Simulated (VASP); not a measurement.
SrSnP, 6 atoms in the cell. It takes space group P4/nmm (No. 129, tetragonal). Conventional cell: a = 4.406 Å, b = 4.406 Å, c = 9.061 Å, α = 90.00°, β = 90.00°, γ = 90.00°. Sr (site symmetry 4mm) has 5 P at 3.08 to 3.12 Å and 5 Sn at 3.50 to 4.02 Å within 4.1 Å. Within 3.3 Å of Sn (site symmetry 4mm) lie 1 P at 2.48 Å and 4 Sn at 3.26 Å. P (site symmetry 4mm) has 1 Sn at 2.48 Å and 5 Sr at 3.08 to 3.12 Å within 3.3 Å. 

```yaml
Program: VASP 6.6.1
Task: single point
Functional: PBEsol
Potentials_or_basis: VASP PAW PBE potentials, release 64 (Sr_sv, Sn_d, P)
Cutoff: 520 eV
k_mesh: 8 × 8 × 4
Occupations: gaussian, width 0.1 eV
Spin: no spin polarisation
Dipole_correction: no
Further_INCAR_settings: ALGO = Normal; EDIFF = 1e-06; NBANDS = 38
```

Potentials or basis: VASP PAW PBE potentials, release 64 (Sr_sv, Sn_d, P).

Launch:

```console
$ cat potpaw_PBE.64/Sr_sv/POTCAR potpaw_PBE.64/Sn_d/POTCAR potpaw_PBE.64/P/POTCAR > POTCAR
$ mpirun -np 1 vasp_std > vasp.out
```

Hardware: 1 thread of Intel(R) Xeon(R) 6975P-C (Granite Rapids) (shared host).

Problem. Estimate the wall time of this run.

Solution. Run time: 3.2 min on 1 thread of Intel(R) Xeon(R) 6975P-C (Granite Rapids), with other jobs on the host, peak memory 0.46 GiB. Counts: scf iterations 14, k points 45.
